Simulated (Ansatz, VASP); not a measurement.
Two plane-wave programs on Al

Contents of POSCAR:

```
Al
1.0
   -1.5912186900      1.5912186900      1.5912186900
    1.5912186900     -1.5912186900      1.5912186900
    1.5912186900      1.5912186900     -1.5912186900
Al
1
Direct
    0.0000000000      0.0000000000      0.0000000000
```

The input INCAR.step1:

```
SYSTEM = Al
ALGO = Normal
EDIFF = 1E-4
ENCUT = 600
GGA = PE
ISMEAR = 0
LASPH = .True.
LCHARG = .False.
LREAL = .False.
LWAVE = .True.
NELM = 60
PREC = Accurate
SIGMA = 0.1
```

Contents of INCAR.step2:

```
SYSTEM = Al
ALGO = Normal
EDIFF = 1E-6
EDIFFG = -0.01
ENCUT = 600
IBRION = 2
ISIF = 3
ISMEAR = 0
ISTART = 1
LASPH = .True.
LCHARG = .False.
LMIXTAU = .True.
LREAL = .False.
LWAVE = .False.
METAGGA = R2SCAN
NELM = 60
NSW = 100
PREC = Accurate
SIGMA = 0.1
```

The input KPOINTS:

```
k-points
0
Gamma
  24 24 24
  0 0 0
```

Input for Ansatz:

```yaml
crystal:
  lattice:
    - [-1.59121869, 1.59121869, 1.59121869]
    - [1.59121869, -1.59121869, 1.59121869]
    - [1.59121869, 1.59121869, -1.59121869]
  atoms:
    - { symbol: Al, position: [0.0, 0.0, 0.0] }
basis:
  ecutwfc: 500
kpoints:
  mp_grid: { grid: [24, 24, 24] }
hamiltonian:
  xc: r2scan
scf:
  occupations: { method: gaussian, width: 0.1 }
output:
  forces: true
  stress: true
  eigenvalues: true
relax:
  adjacent_minimum: "off"
  f_tol: 0.01
  max_steps: 80
  cell: { stress_tol: 0.05 }
```

Alike in both runs: task relaxation of cell and atoms; functional r2SCAN; k mesh 24 × 24 × 24; occupations gaussian, width 0.1 eV; no spin polarisation.

|  | VASP | Ansatz |
| --- | --- | --- |
| version | VASP 6.6.1 | Ansatz 0.2.0 |
| potentials or method | VASP PAW PBE potentials, release 64 (Al), cutoff 600 eV | scalar-relativistic, plane waves, PAW |
| valence electrons in the cell | 3 | 3 |

```tsv
	VASP	Ansatz	Ansatz less VASP
gap on the k mesh at the Fermi level, each at its own relaxed structure (eV)	none	none	-
relaxed volume (Å³/atom)	16.16	16.22	+0.058
relaxed length of the cell vector where the two differ most in proportion (Å)	2.759	2.762	+0.0033
```

VASP's potentials were made for PBE, not for r2SCAN. A gap of «none» marks a metal or a gap that the smearing closes.
